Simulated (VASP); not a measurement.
# Eu (Im-3m) in VASP: further runs, part 2 of 2

VASP 6.6.1.

## 3. Single point, PBE, collinear spin, ferromagnetic start (43.60 Å³/atom)

This run uses another cell than the first one, of 43.60 Å³/atom.

File INCAR:

```
SYSTEM = Eu
  PREC = Accurate
  ENCUT = 520
  EDIFF = 1E-7
  ISMEAR = 0
  SIGMA = 0.05
  LREAL = .False.
  LASPH = .True.
  NELM = 150
  ALGO = Normal
  ISIF = 2
  LWAVE = .False.
  LCHARG = .True.
  ISPIN = 2
  MAGMOM = 7.88
  LORBIT = 11
  LMAXMIX = 6
  GGA = PE
  LELF = .True.
  LVHAR = .True.
  NBANDS = 18
```

File KPOINTS:

```
Automatic mesh
0
Gamma
  6 6 6
  0 0 0
```

File POSCAR:

```
Eu
1.0
   -2.2171611770      2.2171611770      2.2171611770
    2.2171611770     -2.2171611770      2.2171611770
    2.2171611770      2.2171611770     -2.2171611770
Eu
1
Direct
    0.0000000000      0.0000000000      0.0000000000
```

Potentials or basis: VASP PAW PBE potentials, release 64 (Eu).

Launch:

```
$ cat potpaw_PBE.64/Eu/POTCAR > POTCAR
$ mpirun -np 1 vasp_std > vasp.out
```

OUTCAR:

```text
SYSTEM = Eu
   PREC = Accurate
   ENCUT = 520
   EDIFF = 1E-7
   ISMEAR = 0
   LREAL = .False.
   LASPH = .True.
   NELM = 150
   ISIF = 2
   ISPIN = 2
   LORBIT = 11
   GGA = PE

 ion  position               nearest neighbor table
   1  0.000  0.000  0.000-

  LATTYP: Found a body centered cubic cell.
 ALAT       =     4.4343223540

  Lattice vectors:

 A1 = (  -2.2171611770,   2.2171611770,   2.2171611770)
 A2 = (   2.2171611770,  -2.2171611770,   2.2171611770)
 A3 = (   2.2171611770,   2.2171611770,  -2.2171611770)

Analysis of symmetry for initial positions (statically):
=====================================================================
 Subroutine PRICEL returns:
 Original cell was already a primitive cell.

 Routine SETGRP: Setting up the symmetry group for a
 body centered cubic supercell.

 Subroutine GETGRP returns: Found 48 space group operations
 (whereof 48 operations were pure point group operations)
 out of a pool of 48 trial point group operations.

The static configuration has the point symmetry O_h .

Analysis of symmetry for dynamics (positions and initial velocities):
=====================================================================
 Subroutine PRICEL returns:
 Original cell was already a primitive cell.

 Routine SETGRP: Setting up the symmetry group for a
 body centered cubic supercell.

 Subroutine GETGRP returns: Found 48 space group operations
 (whereof 48 operations were pure point group operations)
 out of a pool of 48 trial point group operations.

The dynamic configuration has the point symmetry O_h .

Analysis of structural, dynamic, and magnetic symmetry:
=====================================================================
 Subroutine PRICEL returns:
 Original cell was already a primitive cell.

 Routine SETGRP: Setting up the symmetry group for a
 body centered cubic supercell.

 Subroutine GETGRP returns: Found 48 space group operations
 (whereof 48 operations were pure point group operations)
 out of a pool of 48 trial point group operations.

The overall configuration has the point symmetry O_h .

 Subroutine INISYM returns: Found 48 space group operations
 (whereof 48 operations are pure point group operations),
 and found     1 'primitive' translations

----------------------------------------------------------------------------------------

                                     Primitive cell

  volume of cell :      43.5965

  direct lattice vectors                    reciprocal lattice vectors
    -2.217161177  2.217161177  2.217161177     0.000000000  0.225513601  0.225513601
     2.217161177 -2.217161177  2.217161177     0.225513601  0.000000000  0.225513601
     2.217161177  2.217161177 -2.217161177     0.225513601  0.225513601  0.000000000

  length of vectors
     3.840235807  3.840235807  3.840235807     0.318924392  0.318924392  0.318924392

  position of ions in fractional coordinates (direct lattice)
     0.000000000  0.000000000  0.000000000

  ion indices of the primitive-cell ions
   primitive index   ion index
                 1           1

----------------------------------------------------------------------------------------

 KPOINTS: Automatic mesh
[... 47 lines left out ...]
   NGX,Y,Z   is equivalent  to a cutoff of  12.99, 12.99, 12.99 a.u.
   NGXF,Y,Z  is equivalent  to a cutoff of  25.97, 25.97, 25.97 a.u.
 SYSTEM =  Eu
   PREC   = accura    normal or accurate (medium, high low for compatibility)
   ISTART =      0    job   : 0-new  1-cont  2-samecut
   ICHARG =      2    charge: 1-file 2-atom 10-const
   ISPIN  =      2    spin polarized calculation?
   LNONCOLLINEAR =      F non collinear calculations
   LSORBIT =      F    spin-orbit coupling
   LASPH  =      T    aspherical Exc in radial PAW
   ENCUT  =  520.0 eV  38.22 Ry    6.18 a.u.   7.14  7.14  7.14*2*pi/ulx,y,z
   NELM   =    150;   NELMIN=  2; NELMDL= -5     # of ELM steps
   EDIFF  = 0.1E-06   stopping-criterion for ELM
   LREAL  =      F    real-space projection
   EDIFFG = 0.1E-05   stopping-criterion for IOM
   NSW    =      0    number of steps for IOM
   IBRION =     -1    ionic relax: 0-MD 1-quasi-New 2-CG
   NFREE  =      0    steps in history (QN), initial steepest desc. (CG)
   ISIF   =      2    stress and relaxation
   ISYM   =      2    0-nonsym 1-usesym 2-fastsym
   POTIM  = 0.5000    time-step for ionic-motion
   TEBEG  =    0.0;   TEEND  =   0.0 temperature during run
   PSTRESS=    0.0 pullay stress
   NELECT =      17.0000    total number of electrons
   NUPDOWN=      -1.0000    fix difference up-down
   EMIN   =  10.00;   EMAX   =-10.00  energy-range for DOS
   EFERMI =   0.00;   METHOD = LEGACY
   ISMEAR =     0;   SIGMA  =   0.05  broadening in eV -4-tet -1-fermi 0-gaus
   EFERMI_NEDOS =   21; number of points for ismear=-14 and -15
   IALGO  =     38    algorithm
   IMIX   =      4    mixing-type and parameters
     AMIX     =   0.40;   BMIX     =  1.00
     AMIX_MAG =   1.60;   BMIX_MAG =  1.00
  volume/ion in A,a.u.               =      43.60       294.20
  Fermi-wavevector in a.u.,A,eV,Ry     =   1.196026  2.260161 19.462830  1.430478
  Thomas-Fermi vector in A             =   2.331976
   LORBIT       =     11    0 simple, 1 ext, 2 COOP (PROOUT), +10 PAW based schemes
   GGA     = PE    functional components
   LHFCALC =     F    Hartree Fock is set to
   AEXX    =    0.0000 exact exchange contribution
   IVDW    =     0    specifies the selected vdW correction
   LEPSILON=     F    determine dielectric tensor
   LRPA    =     F    only Hartree local field effects (RPA)
 spin polarized calculation
 Gauss-broadening in eV      SIGMA  =   0.05
  energy-cutoff  :      520.00
  volume of cell :       43.60
 maximum number of plane-waves:      1186
 NGX is ok and might be reduce to    30
   NGX = 15   NGY = 15   NGZ = 15

 number of electron      16.9999997 magnetization       7.5082174

 Free energy of the ion-electron system (eV)
  ---------------------------------------------------
  ext. energy  EPLUGINS =         0.00000000
  ---------------------------------------------------
  free energy    TOTEN  =       -11.43511559 eV

  energy without entropy =      -11.43329770  energy(sigma->0) =      -11.43420665

 E-fermi :   2.0267     XC(G=0):  -8.6686

 val. band max:        2.0105083835   @ k =  -0.3333   0.3333   0.3333
 cond. band min:       2.0632235560   @ k =   0.3333   0.1667   0.1667
 fundamental gap:      0.0527151725
 Fermi energy:         2.0266719681

 spin component 1

 k-point     1 :       0.0000    0.0000    0.0000
  band No.  band energies     occupation
      1     -39.6791      1.00000
      2     -18.2681      1.00000
      3     -18.2681      1.00000
      4     -18.2681      1.00000
      5      -2.4295      1.00000
      6       1.4799      1.00000
[... 312 lines left out ...]
      4     -18.5484      1.00000
      5       0.8466      1.00000
      6       0.8466      1.00000
[... 10 lines left out ...]
     17       7.0862      0.00000
     18       7.0862      0.00000
 Fermi energy:         2.0266719681

 spin component 2

 k-point     1 :       0.0000    0.0000    0.0000
  band No.  band energies     occupation
      1     -36.5188      1.00000
      2     -15.8997      1.00000
      3     -15.8997      1.00000
      4     -15.8997      1.00000
      5      -1.4851      1.00000
      6       4.7894      0.00000
[... 313 lines left out ...]
      5       1.8404      1.00000
      6       1.8404      1.00000
[... 10 lines left out ...]
     17       8.4078      0.00000
     18       8.4078      0.00000

------------------------ aborting loop because EDIFF is reached ----------------------------------------

  FORCE on cell =-STRESS in cart. coord.  units (eV):
  Direction    XX          YY          ZZ          XY          YZ          ZX
  --------------------------------------------------------------------------------------
  -------------------------------------------------------------------------------------
  Total       -0.1825662     -0.1825662     -0.1825662      0.0000000      0.0000000      0.0000000
  in kB       -6.7093300     -6.7093300     -6.7093300      0.0000000      0.0000000      0.0000000
  external PRESSURE =      -6.7093300 kB  Pullay stress =       0.0000000 kB

 VOLUME and BASIS-vectors are now :
 -----------------------------------------------------------------------------
  energy-cutoff  :      520.00
  volume of cell :       43.60
      direct lattice vectors                 reciprocal lattice vectors
    -2.217161177  2.217161177  2.217161177     0.000000000  0.225513601  0.225513601
     2.217161177 -2.217161177  2.217161177     0.225513601  0.000000000  0.225513601
     2.217161177  2.217161177 -2.217161177     0.225513601  0.225513601  0.000000000

 POSITION                                       TOTAL-FORCE (eV/Angst)
 -----------------------------------------------------------------------------------
      0.00000      0.00000      0.00000         0.000000      0.000000      0.000000
 -----------------------------------------------------------------------------------
    total drift:                               -0.000000     -0.000000      0.000000

  FREE ENERGIE OF THE ION-ELECTRON SYSTEM (eV)
  ---------------------------------------------------
  free  energy   TOTEN  =       -11.4351155925 eV

  energy  without entropy=      -11.4332977004  energy(sigma->0) =      -11.43420665

 total charge

# of ion       s       p       d       f       tot
--------------------------------------------------
    1        2.082   5.713   0.284   6.656  14.736

 magnetization (x)

# of ion       s       p       d       f       tot
--------------------------------------------------
    1       -0.003  -0.089   0.168   6.655   6.732
```

Run time: 25 s. Hardware: 1 thread of Intel Xeon 6975P-C (Granite Rapids), shared host; peak memory 0.2 GiB.

Results:

| Item | Value |
| --- | --- |
| Free energy | -11.4351 eV |
| Pressure | -0.7 GPa |
| Net moment | 7.51 μB per cell |
| Site moments | Eu +6.73 μB |
| Valence electrons inside the program's atomic spheres | Eu 14.74 |

Caveat: spin-orbit coupling is left out, which moves the levels of the heavy elements; semilocal functionals describe open f shells poorly, which spoils levels, moments and volumes.
